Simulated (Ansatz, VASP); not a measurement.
## One calculation of SrW2, two programs

```
Sr W
1.0
    -2.00014    2.00014    4.04572
     2.00014   -2.00014    4.04572
     2.00014    2.00014   -4.04572
Sr W
1 2
Cartesian
  0.0000 0.0000 0.0000
  0.0000 0.0000 5.3352
  0.0000 0.0000 2.7563
```

Alike in both runs: functional PBE; k mesh 16 × 16 × 16; occupations gaussian, width 0.1 eV; no spin polarisation.

Ansatz relaxed the structure, and its values are those at the end. VASP's run is a single point on that final structure, the one shown.

```csv
,VASP,Ansatz
version,VASP 6.6.1,Ansatz 0.2.0
potentials or method,"VASP PAW PBE potentials, release 64 (Sr_sv, W_sv), cutoff 520 eV","scalar-relativistic, plane waves, PAW"
valence electrons in the cell,38,38
```

Ansatz gave:

- gap on the k mesh at the Fermi level (eV): none
- pressure (GPa): 0.0
- rms of the force components (eV/Å): 0.000

**Question.** Estimate VASP's values.

**Answer.** gap on the k mesh at the Fermi level (eV): none; pressure (GPa): 0.5; rms of the force components (eV/Å): 0.006.

A gap of «none» marks a metal or a gap that the smearing closes.

Spin-orbit coupling is off throughout.
